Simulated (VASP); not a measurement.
S:

```
S
1.0
     0.00000    1.99435    1.99435
     1.99435    0.00000    1.99435
     1.99435    1.99435    0.00000
S
1
Cartesian
  0.0000 0.0000 0.0000
```

Base run:

```yaml
Program: VASP 6.6.1
Functional: PBE
Potentials_or_basis: VASP PAW PBE potentials, release 64 (S)
Cutoff: 520 eV
k_mesh: 10 × 10 × 10
Occupations: methfessel-paxton, width 0.1 eV
Spin: no spin polarisation
```

Its results: band gap on the k mesh zero (band 3 reaches 10.59 eV, above the bottom of band 4 at 5.03 eV); pressure -0.9 GPa.

The run is repeated on the same cell with these changes: k mesh from 10 × 10 × 10 to 12 × 12 × 12. What comes out?

Band gap on the k mesh zero (band 3 reaches 10.60 eV, above the bottom of band 4 at 4.91 eV); pressure 0.3 GPa.
